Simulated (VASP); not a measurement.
Wanted: the native input for a VASP 6.6.1 run.

```
Task                   : relaxation of cell and atoms
Functional             : LDA
Potentials or basis    : VASP PAW LDA potentials, release 64 (Y_sv, Se)
Cutoff                 : 600 eV
k mesh                 : 12 × 12 × 12
Occupations            : fermi-dirac, width 0.15 eV
Spin                   : no spin polarisation
Target pressure        : 3 GPa
Dipole correction      : no
Further INCAR settings : ALGO = Normal; EDIFF = 1e-06; IBRION = 2; EDIFFG = -0.001; NSW = 80; ISIF = 3
```

The structure of YSe lies in POSCAR:

```
YSe
1.0
    0.0000000000      2.8223017883      2.8223017883
    2.8223017883      0.0000000000      2.8223017883
    2.8223017883      2.8223017883      0.0000000000
Y Se
1 1
Direct
    0.0000000000      0.0000000000      0.0000000000
    0.5000000000      0.5000000000      0.5000000000
```

The input as run:

INCAR

```
PREC = Accurate ; ENCUT = 600
EDIFF = 1E-6 ; ISMEAR = -1
SIGMA = 0.15 ; LREAL = F
LASPH = T ; NELM = 80
ALGO = Normal ; ISIF = 3
LWAVE = F ; LCHARG = F
IBRION = 2 ; NSW = 80
EDIFFG = -0.001 ; PSTRESS = 30.0
```

KPOINTS

```
Automatic mesh
0
Gamma
  12 12 12
```

Potentials or basis: VASP PAW LDA potentials, release 64 (Y_sv, Se).

Run with:

```console
$ cat potpaw_LDA.64/Y_sv/POTCAR potpaw_LDA.64/Se/POTCAR > POTCAR
$ mpirun -np 1 vasp_std > vasp.out
```

Results of the run:

```
Relaxed volume                                         : 21.85 Å³/atom
Relaxed cell                                           : a = 3.954 Å, b = 3.954 Å, c = 3.954 Å, α = 60.00°, β = 60.00°, γ = 60.00°
Space group after relaxing (to 0.05 Å)                 : Fm-3m (No. 225)
Energy change on relaxing (the enthalpy is what falls) : +6.1 meV/atom
Ionic steps                                            : 5
Pressure after relaxing                                : 3.0 GPa
```

Caveat: the cell is relaxed towards a set pressure, so the enthalpy falls and the energy may rise.

Wall time 110 s on 1 thread of Intel(R) Xeon(R) Platinum 8175M CPU @ 2.50GHz (Skylake/Cascade Lake), on a shared host, peak memory 0.22 GiB.
